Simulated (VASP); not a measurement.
Here is a VASP 6.6.1 calculation.

INCAR

```
SYSTEM = Si
METAGGA = R2SCAN ; ISMEAR = 0
SIGMA = 0.03 ; LWAVE = .False.
LCHARG = .False. ; ISIF = 2
PREC = Accurate ; LASPH = .True.
LREAL = .False. ; ALGO = Normal
EDIFF = 1E-7 ; NELM = 120
GGA_COMPAT = .False. ; ENCUT = 640
EFERMI = MIDGAP ; LMIXTAU = .True.
NBANDS = 32
```

KPOINTS

```
Automatic mesh
0
Gamma
  13 13 7
  0 0 0
```

POSCAR

```
Si
1.0
    3.8313174605      0.0000000000      0.0000000000
   -1.9156587303      3.3180182508      0.0000000000
    0.0000000000      0.0000000000      6.4276113302
Si
4
Direct
    0.6666666700      0.3333333300      0.9369905000
    0.3333333300      0.6666666700      0.4369905000
    0.6666666700      0.3333333300      0.5630095000
    0.3333333300      0.6666666700      0.0756425000
```

Potentials or basis: VASP PAW PBE potentials, release 64 (Si).

Launch:

```bash
$ cat potpaw_PBE.64/Si/POTCAR > POTCAR
$ mpirun -np 1 vasp_std > vasp.out
```

Q: Estimate the largest force.

A: 1.136 eV/Å.

Q: Predict the pressure.

A: -1.5 GPa.

Q: What does it give for the band gap on the k mesh?

A: 0.63 eV (least direct gap 1.40 eV).

Stress tensor (GPa, compression positive):
```
-1.22  0.00  0.00
 0.00 -1.22  0.00
 0.00  0.00 -1.98
```

Caveat: the cell differs from its parent crystal (last atom moved by 0.08 Å along z, cell strained by +1.5% along z); the PAW data sets were made with another functional, which shifts forces and pressure a little; an odd mesh through Γ misses points on the zone boundary, where band edges can lie.
